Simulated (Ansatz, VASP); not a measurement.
**One calculation of HfB, two programs**

```
CELL_PARAMETERS angstrom
0.00000 2.28690 2.28690
2.31000 -0.02310 2.31000
2.31000 2.31000 -0.02310
ATOMIC_POSITIONS crystal
Hf 0.50000 0.50000 0.50000
B 0.00000 0.00000 0.00000
```

Change from the starting cell: strain -0.0200 x Voigt [0, 0, 0, 1, 0, 0], atoms carried along.

Alike in both runs: task single point; functional PBEsol; k mesh 18 × 18 × 18; occupations gaussian, width 0.15 eV; no spin polarisation.

|  | VASP | Ansatz |
| --- | --- | --- |
| version | VASP 6.6.1 | Ansatz 0.2.0 |
| potentials or method | VASP PAW PBE potentials, release 64 (Hf_pv, B), cutoff 520 eV | scalar-relativistic, plane waves, PAW |
| valence electrons in the cell | 13 | 29 |

```tsv
	VASP	Ansatz	Ansatz less VASP
gap on the k mesh at the Fermi level (eV)	none	none	-
pressure (GPa)	24.6	23.5	-1.09
traceless stress, the component that is largest in VASP (GPa)	1.19	1.26	+0.063
```

VASP's potentials were made for PBE, not for PBEsol. A gap of «none» marks a metal or a gap that the smearing closes. With one functional, cell and mesh, what is left measures potentials, basis and numerics. VASP's potentials hold 13 valence electrons a cell and Ansatz's 29, so a difference there can come from the potentials and not from the codes.

Neither program's run includes spin-orbit coupling.
